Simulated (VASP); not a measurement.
# Cu (I4/mmm) in VASP: a series of runs, part 2 of 2

VASP 6.6.1. Earlier steps stand in the parts before.

**3. Single point, B3LYP**

This run uses another cell than the first one, of 12.65 Å³/atom.

File POSCAR:

```
Cu
1.0
   -1.5405489118      1.5405489118      1.3325486271
    1.5405489118     -1.5405489118      1.3325486271
    1.5405489118      1.5405489118     -1.3325486271
Cu
1
Direct
    0.0000000000      0.0000000000      0.0000000000
```

File INCAR.step1:

```
PREC = Accurate
ENCUT = 520
EDIFF = 1E-5
ISMEAR = -1
SIGMA = 0.05
LREAL = F
LASPH = T
NELM = 100
ALGO = Normal
ISIF = 2
LWAVE = T
NBANDS = 12
GGA = PE
```

File INCAR.step2:

```
PREC = Accurate
ENCUT = 520
EDIFF = 1E-7
ISMEAR = -1
SIGMA = 0.05
LREAL = F
LASPH = T
NELM = 100
ALGO = Normal
ISIF = 2
LWAVE = F
LCHARG = T
GGA = B3
LHFCALC = T
AEXX = 0.2
AGGAX = 0.72
AGGAC = 0.81
ALDAC = 0.19
PRECFOCK = Normal
LELF = T
LVHAR = T
NBANDS = 12
ISTART = 1
```

File KPOINTS:

```
regular mesh
0
Gamma
  7 7 7
```

Potentials or basis: VASP PAW PBE potentials, release 64 (Cu).

Run with:

```console
$ cat potpaw_PBE.64/Cu/POTCAR > POTCAR
$ cp INCAR.step1 INCAR
$ mpirun -np 1 vasp_std > vasp.out
$ cp INCAR.step2 INCAR
$ mpirun -np 1 vasp_std > vasp.out
```

OUTCAR:

```text
PREC = Accurate
   ENCUT = 520
   EDIFF = 1E-7
   ISMEAR = -1
   LREAL = F
   LASPH = T
   NELM = 100
   ISIF = 2
   GGA = B3
   LHFCALC = T
   AEXX = 0.2
   PRECFOCK = Normal
   ISTART = 1

 ion  position               nearest neighbor table
   1  0.000  0.000  0.000-

  LATTYP: Found a body centered tetragonal cell.
 ALAT       =     3.0810978236
 C/A-ratio  =     0.8649830050

  Lattice vectors:

 A1 = (  -1.5405489118,   1.5405489118,   1.3325486271)
 A2 = (   1.5405489118,  -1.5405489118,   1.3325486271)
 A3 = (   1.5405489118,   1.5405489118,  -1.3325486271)

Analysis of symmetry for initial positions (statically):
=====================================================================
 Subroutine PRICEL returns:
 Original cell was already a primitive cell.

 Routine SETGRP: Setting up the symmetry group for a
 body centered tetragonal supercell.

 Subroutine GETGRP returns: Found 16 space group operations
 (whereof 16 operations were pure point group operations)
 out of a pool of 16 trial point group operations.

The static configuration has the point symmetry D_4h.

Analysis of symmetry for dynamics (positions and initial velocities):
=====================================================================
 Subroutine PRICEL returns:
 Original cell was already a primitive cell.

 Routine SETGRP: Setting up the symmetry group for a
 body centered tetragonal supercell.

 Subroutine GETGRP returns: Found 16 space group operations
 (whereof 16 operations were pure point group operations)
 out of a pool of 16 trial point group operations.

The dynamic configuration has the point symmetry D_4h.

 Subroutine INISYM returns: Found 16 space group operations
 (whereof 16 operations are pure point group operations),
 and found     1 'primitive' translations

----------------------------------------------------------------------------------------

[... 124 lines left out ...]
   HFSCREENC=   0.0000 screening length for correlation (either q_TF or 0.3 A-1)
   ENCUTFOCK=  -1.0 apply spherical cutoff to Coloumb kernel
   IVDW    =     0    specifies the selected vdW correction
   LEPSILON=     F    determine dielectric tensor
   LRPA    =     F    only Hartree local field effects (RPA)
 non-spin polarized calculation
  energy-cutoff  :      520.00
  volume of cell :       12.65
 maximum number of plane-waves:       349
  NGX = 16; NGY = 16; NGZ = 16

 number of electron      10.9999997 magnetization

 Free energy of the ion-electron system (eV)
  ---------------------------------------------------
  ext. energy  EPLUGINS =         0.00000000
  ---------------------------------------------------
  free energy    TOTEN  =        -3.22712229 eV

  energy without entropy =       -3.22547341  energy(sigma->0) =       -3.22629785

 E-fermi :   6.2751     XC(G=0):  -9.8100

 val. band max:        6.2619299865   @ k =  -0.4286   0.4286   0.1429
 cond. band min:       7.0744332676   @ k =  -0.1429   0.4286   0.1429
 fundamental gap:      0.8125032811
 Fermi energy:         6.2751004592

 k-point     1 :       0.0000    0.0000    0.0000
  band No.  band energies     occupation
      1      -3.0245      2.00000
      2       2.0773      2.00000
      3       2.6204      2.00000
      4       2.6204      2.00000
      5       2.9347      2.00000
      6       3.5025      2.00000
      7      30.5054      0.00000
      8      30.5054      0.00000
      9      34.2020      0.00000
     10      34.9565      0.00000
     11      35.3289      0.00000
     12      35.9093      0.00000
[... 331 lines left out ...]
 k-point    24 :      -0.4286    0.4286    0.1429
  band No.  band energies     occupation
      1       0.9603      2.00000
      2       2.3568      2.00000
      3       2.4974      2.00000
      4       2.8268      2.00000
      5       3.9607      2.00000
      6       6.2619      1.13095
      7      12.4079      0.00000
      8      25.3870      0.00000
      9      27.2662      0.00000
     10      30.3377      0.00000
     11      34.6507      0.00000
     12      35.4679      0.00000

 [... further k-points ...]

------------------------ aborting loop because EDIFF is reached ----------------------------------------

  FORCE on cell =-STRESS in cart. coord.  units (eV):
  Direction    XX          YY          ZZ          XY          YZ          ZX
  --------------------------------------------------------------------------------------
  -------------------------------------------------------------------------------------
  Total        0.0323596      0.0323596      0.0361067      0.0000000      0.0000000      0.0000000
  in kB        4.0984543      4.0984543      4.5730302      0.0000000      0.0000000      0.0000000
  external PRESSURE =       4.2566463 kB  Pullay stress =       0.0000000 kB

 VOLUME and BASIS-vectors are now :
 -----------------------------------------------------------------------------
  energy-cutoff  :      520.00
  volume of cell :       12.65
      direct lattice vectors                 reciprocal lattice vectors
    -1.540548912  1.540548912  1.332548627     0.000000000  0.324559640  0.375220829
     1.540548912 -1.540548912  1.332548627     0.324559640  0.000000000  0.375220829
     1.540548912  1.540548912 -1.332548627     0.324559640  0.324559640  0.000000000

 POSITION                                       TOTAL-FORCE (eV/Angst)
 -----------------------------------------------------------------------------------
      0.00000      0.00000      0.00000         0.000000     -0.000000      0.000000
 -----------------------------------------------------------------------------------
    total drift:                               -0.000000      0.000000     -0.000000

  FREE ENERGIE OF THE ION-ELECTRON SYSTEM (eV)
  ---------------------------------------------------
  free  energy   TOTEN  =        -3.2271222894 eV

  energy  without entropy=       -3.2254734127  energy(sigma->0) =       -3.22629785
```

OSZICAR.step1:

```text
N       E                     dE             d eps       ncg     rms          rms(c)
DAV:   1     0.433387503149E+02    0.43339E+02   -0.54088E+03  1068   0.152E+03
DAV:   2    -0.323371066725E+01   -0.46572E+02   -0.43626E+02   996   0.204E+02
DAV:   3    -0.455473028561E+01   -0.13210E+01   -0.13116E+01  1124   0.408E+01
DAV:   4    -0.456266485498E+01   -0.79346E-02   -0.79337E-02  1088   0.276E+00
DAV:   5    -0.456274425315E+01   -0.79398E-04   -0.79398E-04  1160   0.283E-01    0.744E+00
DAV:   6    -0.412115215689E+01    0.44159E+00   -0.14707E+01  1108   0.710E+01    0.415E+00
DAV:   7    -0.372433007697E+01    0.39682E+00   -0.24026E+00  1124   0.291E+01    0.507E-01
DAV:   8    -0.371596979490E+01    0.83603E-02   -0.61192E-03  1212   0.138E+00    0.336E-01
DAV:   9    -0.371401145256E+01    0.19583E-02   -0.12889E-02  1160   0.194E+00    0.361E-02
DAV:  10    -0.371400590810E+01    0.55445E-05   -0.78679E-05  1268   0.153E-01
   1 F= -.37140059E+01 E0= -.37125499E+01  d E =-.291200E-02
```

It took 46 min on 1 thread of Oxide Virtual Turin-like, shared host; peak memory 0.1 GiB.

Results:

```
Free energy            : -3.2271 eV
Pressure               : 0.4 GPa
Band gap on the k mesh : zero (an odd number of electrons rules out a gap without spin polarisation)
```

Levels at points of the mesh, in eV from the Fermi level:
| k point | band 3 | band 4 | band 5 | band 6 | band 7 | band 8 | band 9 | band 10 |
| --- | --- | --- | --- | --- | --- | --- | --- | --- |
| (0.00, 0.00, 0.00) | -3.65 | -3.65 | -3.34 | -2.77 | 24.23 | 24.23 | 27.93 | 28.68 |

Caveat: the k points lie up to 0.45 Å⁻¹ apart, too coarse for converged energies and pressures of a metal; the PAW data sets were made with another functional, which shifts forces and pressure a little.

The gap in the log of VASP goes by the Fermi energy; the results here count the filled bands.